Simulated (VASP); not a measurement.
# BiTe5 (F-43m) in VASP: a series of runs, part 2 of 2

VASP 6.6.1. Earlier steps stand in the parts before.

### 3 Single point, PBE

Input file INCAR:

```
SYSTEM = BiTe5
  PREC = Accurate
  ENCUT = 520
  EDIFF = 1E-6
  ISMEAR = 0
  SIGMA = 0.1
  LREAL = .False.
  LASPH = .True.
  NELM = 100
  ALGO = Normal
  ISIF = 2
  LWAVE = .False.
  LCHARG = .False.
  GGA = PE
  NBANDS = 32
```

Input file KPOINTS:

```
Automatic mesh
0
Gamma
  8 8 8
  0 0 0
```

Input file POSCAR:

```
BiTe5
1.0
    0.0000000000      4.5013807771      4.5013807771
    4.5013807771      0.0000000000      4.5013807771
    4.5013807771      4.5013807771      0.0000000000
Bi Te
1 5
Direct
    0.0000000000      0.0000000000      0.0000000000
    0.2500000000      0.2500000000      0.2500000000
    0.1261837944      0.6246054019      0.6246054019
    0.6246054019      0.6246054019      0.6246054019
    0.6246054019      0.1261837944      0.6246054019
    0.6246054019      0.6246054019      0.1261837944
```

Potentials or basis: VASP PAW PBE potentials, release 64 (Bi_d, Te).

Launch:

```console
$ cat potpaw_PBE.64/Bi_d/POTCAR potpaw_PBE.64/Te/POTCAR > POTCAR
$ mpirun -np 1 vasp_std > vasp.out
```

OUTCAR:

```text
SYSTEM = BiTe5
   PREC = Accurate
   ENCUT = 520
   EDIFF = 1E-6
   ISMEAR = 0
   LREAL = .False.
   LASPH = .True.
   NELM = 100
   ISIF = 2
   GGA = PE

 ion  position               nearest neighbor table
   1  0.000  0.000  0.000-   3 3.73   5 3.73   6 3.73   4 3.73   4 3.73   4 3.73   6 3.73   3 3.73
                             5 3.73   6 3.73   5 3.73   3 3.73
   2  0.250  0.250  0.250-
   3  0.126  0.625  0.625-   4 3.17   5 3.17   6 3.17   5 3.19   6 3.19   4 3.19   1 3.73   1 3.73
                             1 3.73
   4  0.625  0.625  0.625-   3 3.17   5 3.17   6 3.17   3 3.19   5 3.19   6 3.19   1 3.73   1 3.73
                             1 3.73
   5  0.625  0.126  0.625-   3 3.17   4 3.17   6 3.17   3 3.19   6 3.19   4 3.19   1 3.73   1 3.73
                             1 3.73
   6  0.625  0.625  0.126-   3 3.17   4 3.17   5 3.17   5 3.19   3 3.19   4 3.19   1 3.73   1 3.73
                             1 3.73

  LATTYP: Found a face centered cubic cell.
 ALAT       =     9.0027615542

  Lattice vectors:

 A1 = (   0.0000000000,   4.5013807771,   4.5013807771)
 A2 = (   4.5013807771,   0.0000000000,   4.5013807771)
 A3 = (   4.5013807771,   4.5013807771,   0.0000000000)

Analysis of symmetry for initial positions (statically):
=====================================================================
 Subroutine PRICEL returns:
 Original cell was already a primitive cell.

 Routine SETGRP: Setting up the symmetry group for a
 face centered cubic supercell.

 Subroutine GETGRP returns: Found 24 space group operations
 (whereof 24 operations were pure point group operations)
 out of a pool of 48 trial point group operations.

The static configuration has the point symmetry T_d .

Analysis of symmetry for dynamics (positions and initial velocities):
=====================================================================
 Subroutine PRICEL returns:
 Original cell was already a primitive cell.

[... 137 lines left out ...]
  Fermi-wavevector in a.u.,A,eV,Ry     =   1.026731  1.940240 14.342937  1.054176
  Thomas-Fermi vector in A             =   2.160639
   LORBIT       =      0    0 simple, 1 ext, 2 COOP (PROOUT), +10 PAW based schemes
   GGA     = PE    functional components
   LHFCALC =     F    Hartree Fock is set to
   AEXX    =    0.0000 exact exchange contribution
   IVDW    =     0    specifies the selected vdW correction
   LEPSILON=     F    determine dielectric tensor
   LRPA    =     F    only Hartree local field effects (RPA)
 non-spin polarized calculation
 Gauss-broadening in eV      SIGMA  =   0.10
  energy-cutoff  :      520.00
  volume of cell :      182.42
 maximum number of plane-waves:      4957
   NGX = 23   NGY = 23   NGZ = 23

 number of electron      45.0000003 magnetization

 Free energy of the ion-electron system (eV)
  ---------------------------------------------------
  ext. energy  EPLUGINS =         0.00000000
  ---------------------------------------------------
  free energy    TOTEN  =       -16.67721284 eV

  energy without entropy =      -16.64102184  energy(sigma->0) =      -16.65911734

 E-fermi :   7.2717     XC(G=0):  -9.8638

 val. band max:        7.2613387187   @ k =  -0.2500   0.3750   0.1250
 cond. band min:       7.2768569513   @ k =   0.5000   0.2500   0.1250
 fundamental gap:      0.0155182327
 Fermi energy:         7.2716710658

 k-point     1 :       0.0000    0.0000    0.0000
  band No.  band energies     occupation
      1     -16.1202      2.00000
      2     -16.1202      2.00000
      3     -16.1174      2.00000
      4     -16.1174      2.00000
      5     -16.1174      2.00000
      6      -6.6887      2.00000
[... 829 lines left out ...]
     31      12.8639      0.00000
     32      13.1756      0.00000

 [... further k-points ...]

------------------------ aborting loop because EDIFF is reached ----------------------------------------

  FORCE on cell =-STRESS in cart. coord.  units (eV):
  Direction    XX          YY          ZZ          XY          YZ          ZX
  --------------------------------------------------------------------------------------
  -------------------------------------------------------------------------------------
  Total       -0.0957780     -0.0957780     -0.0957780     -0.0000000     -0.0000000      0.0000000
  in kB       -0.8412192     -0.8412192     -0.8412192     -0.0000000     -0.0000000      0.0000000
  external PRESSURE =      -0.8412192 kB  Pullay stress =       0.0000000 kB

 VOLUME and BASIS-vectors are now :
 -----------------------------------------------------------------------------
  energy-cutoff  :      520.00
  volume of cell :      182.42
      direct lattice vectors                 reciprocal lattice vectors
     0.000000000  4.501380777  4.501380777    -0.111077028  0.111077028  0.111077028
     4.501380777  0.000000000  4.501380777     0.111077028 -0.111077028  0.111077028
     4.501380777  4.501380777  0.000000000     0.111077028  0.111077028 -0.111077028

 POSITION                                       TOTAL-FORCE (eV/Angst)
 -----------------------------------------------------------------------------------
      0.00000      0.00000      0.00000        -0.000000     -0.000000     -0.000000
      2.25069      2.25069      2.25069        -0.000000     -0.000000     -0.000000
      5.62317      3.37959      3.37959        -0.002019      0.002019      0.002019
      5.62317      5.62317      5.62317        -0.002019     -0.002019     -0.002019
      3.37959      5.62317      3.37959         0.002019     -0.002019      0.002019
      3.37959      3.37959      5.62317         0.002019      0.002019     -0.002019
 -----------------------------------------------------------------------------------
    total drift:                               -0.000000     -0.000000     -0.000000

  FREE ENERGIE OF THE ION-ELECTRON SYSTEM (eV)
  ---------------------------------------------------
  free  energy   TOTEN  =       -16.6772128412 eV

  energy  without entropy=      -16.6410218442  energy(sigma->0) =      -16.65911734
```

OSZICAR:

```text
N       E                     dE             d eps       ncg     rms          rms(c)
DAV:   1     0.315611764001E+03    0.31561E+03   -0.18054E+04  1856   0.122E+03
DAV:   2     0.118036513361E+02   -0.30381E+03   -0.29306E+03  2112   0.279E+02
DAV:   3    -0.160976256959E+02   -0.27901E+02   -0.26525E+02  2288   0.901E+01
DAV:   4    -0.170898774787E+02   -0.99225E+00   -0.98729E+00  2264   0.193E+01
DAV:   5    -0.171255501165E+02   -0.35673E-01   -0.35668E-01  2672   0.359E+00    0.151E+01
DAV:   6    -0.167949976524E+02    0.33055E+00   -0.26801E+00  2160   0.577E+00    0.982E+00
DAV:   7    -0.167066008189E+02    0.88397E-01   -0.92558E-01  2048   0.308E+00    0.644E+00
DAV:   8    -0.166762494427E+02    0.30351E-01   -0.14228E-01  2176   0.146E+00    0.521E-01
DAV:   9    -0.166773726714E+02   -0.11232E-02   -0.13362E-02  2200   0.432E-01    0.581E-01
DAV:  10    -0.166774766103E+02   -0.10394E-03   -0.39383E-04  2672   0.121E-01    0.822E-01
DAV:  11    -0.166772163677E+02    0.26024E-03   -0.10663E-03  2128   0.172E-01    0.186E-01
DAV:  12    -0.166772172132E+02   -0.84557E-06   -0.99335E-05  2304   0.451E-02    0.273E-02
DAV:  13    -0.166772158349E+02    0.13783E-05   -0.42786E-06  2144   0.126E-02    0.179E-02
DAV:  14    -0.166772130947E+02    0.27402E-05   -0.19471E-06  1520   0.961E-03    0.113E-02
DAV:  15    -0.166772128412E+02    0.25352E-06   -0.35996E-07  1264   0.395E-03
   1 F= -.16677213E+02 E0= -.16659117E+02  d E =-.361910E-01
```

stdout:

```text
POSCAR found type information on POSCAR BiTe
 POSCAR found :  2 types and       6 ions
 scaLAPACK will be used
 LDA part: xc-table for (Slater+PW92), standard interpolation
 POSCAR, INCAR and KPOINTS ok, starting setup
 FFT: planning ... GRIDC
 FFT: planning ... GRID_SOFT
 FFT: planning ... GRID
 WAVECAR not read
 entering main loop
```

It took 1.8 min on 1 thread of Intel Xeon 6975P-C (Granite Rapids), shared host; peak memory 0.4 GiB.

Results:

```
Free energy            : -16.6772 eV
Pressure               : -0.1 GPa
Largest force          : 0.003 eV/Å
Band gap on the k mesh : zero (an odd number of electrons rules out a gap without spin polarisation)
```

Forces in eV/Å, atoms in the order of the input:
```
Bi   0.000  0.000  0.000
Te   0.000  0.000  0.000
Te  -0.002  0.002  0.002
Te  -0.002 -0.002 -0.002
Te   0.002 -0.002  0.002
Te   0.002  0.002 -0.002
```

Caveat: spin-orbit coupling is left out, which moves the levels of the heavy elements; an odd number of electrons without spin polarisation forces a metal; a magnetic or distorted state may lie lower.

### 4 Relaxation of cell and atoms, PBE

Input file INCAR:

```
  PREC = Accurate
  ENCUT = 600
  EDIFF = 1E-7
  ISMEAR = 0
  SIGMA = 0.1
  LREAL = F
  LASPH = T
  NELM = 100
  ALGO = Normal
  ISIF = 3
  LWAVE = F
  LCHARG = F
  GGA = PE
  IBRION = 2
  NSW = 100
  EDIFFG = -0.01
```

Input file KPOINTS:

```
regular mesh
0
Gamma
  8 8 8
```

POSCAR is that of step 3.

Launch:

```console
$ cat potpaw_PBE.64/Bi_d/POTCAR potpaw_PBE.64/Te/POTCAR > POTCAR
$ mpirun -np 1 vasp_std > vasp.out
```

It took 4.1 min on 1 thread of Intel Xeon 6975P-C (Granite Rapids), shared host; peak memory 0.49 GiB.

It converged, with:

* Free energy: -16.6772 eV
* Relaxed volume: 30.34 Å³/atom
* Relaxed cell: a = 6.362 Å, b = 6.362 Å, c = 6.362 Å, α = 60.00°, β = 60.00°, γ = 60.00°
* Space group after relaxing (to 0.1 Å): F-43m (No. 216)
* Energy gained by relaxing: 0.0 meV/atom
* Ionic steps: 2
* Pressure after relaxing: 0.0 GPa
* Band gap on the k mesh: zero (an odd number of electrons rules out a gap without spin polarisation)

Final structure:
```cif
data_structure
_symmetry_space_group_name_H-M 'P 1'
_symmetry_Int_Tables_number 1
_cell_length_a 6.3615
_cell_length_b 6.3615
_cell_length_c 6.3615
_cell_angle_alpha 60.000
_cell_angle_beta 60.000
_cell_angle_gamma 60.000
_cell_volume 182.04
loop_
_atom_site_label
_atom_site_type_symbol
_atom_site_fract_x
_atom_site_fract_y
_atom_site_fract_z
_atom_site_occupancy
Bi1 Bi 0.00000 0.00000 0.00000 1
Te1 Te 0.25000 0.25000 0.25000 1
Te2 Te 0.12622 0.62459 0.62459 1
Te3 Te 0.62459 0.62459 0.62459 1
Te4 Te 0.62459 0.12622 0.62459 1
Te5 Te 0.62459 0.62459 0.12622 1
```

Levels at points of the mesh, in eV from the Fermi level:
```csv
k point,band 19,band 20,band 21,band 22,band 23,band 24,band 25,band 26,band 27
"(0.00, 0.00, 0.00)",-2.26,-2.26,0.71,0.71,0.71,1.38,1.38,1.38,3.58
"(0.50, 0.00, 0.00)",-2.19,-1.93,-1.21,-0.04,-0.04,0.47,1.37,1.37,1.47
"(0.50, 0.50, 0.00)",-2.07,-1.76,-1.72,-0.61,-0.10,-0.10,0.02,0.61,0.61
```

Caveat: spin-orbit coupling is left out, which moves the levels of the heavy elements; an odd number of electrons without spin polarisation forces a metal; a magnetic or distorted state may lie lower.
